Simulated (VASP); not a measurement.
Here is a VASP 6.6.1 calculation.

File INCAR:

```
SYSTEM = Cu
ALGO = Fast ; EDIFF = 1E-7
ENCUT = 520 ; GGA = PE
ISIF = 2 ; ISMEAR = 0
LASPH = .True. ; LCHARG = .True.
LELF = .True. ; LREAL = .False.
LVHAR = .True. ; LWAVE = .False.
NBANDS = 18 ; NELM = 100
PREC = Accurate ; SIGMA = 0.15
```

The input KPOINTS:

```
k-points
0
Gamma
  20 20 20
  0 0 0
```

Contents of POSCAR:

```
Cu
1.0
    1.2721887780     -3.9773839425      0.0000000000
    1.2721887780      3.9773839425      0.0000000000
    0.0000000000      0.0000000000      2.4808407454
Cu
2
Direct
    0.1340351705      0.8659648295      0.2500000000
    0.8659648295      0.1340351705      0.7500000000
```

Potentials or basis: VASP PAW PBE potentials, release 64 (Cu).

Run with:

```bash
$ cat potpaw_PBE.64/Cu/POTCAR > POTCAR
$ mpirun -np 1 vasp_std > vasp.out
```

Estimate the pressure.

1.4 GPa.

Estimate the band gap on the k mesh.

zero (bands 11 and 12 overlap by 5.42 eV).

Estimate the largest force.

0.105 eV/Å.

Forces in eV/Å, atoms in the order of the input:
```
Cu   0.000 -0.105  0.000
Cu   0.000  0.105  0.000
```

Caveat: the stress differs along the axes, from -4 to 5 GPa.
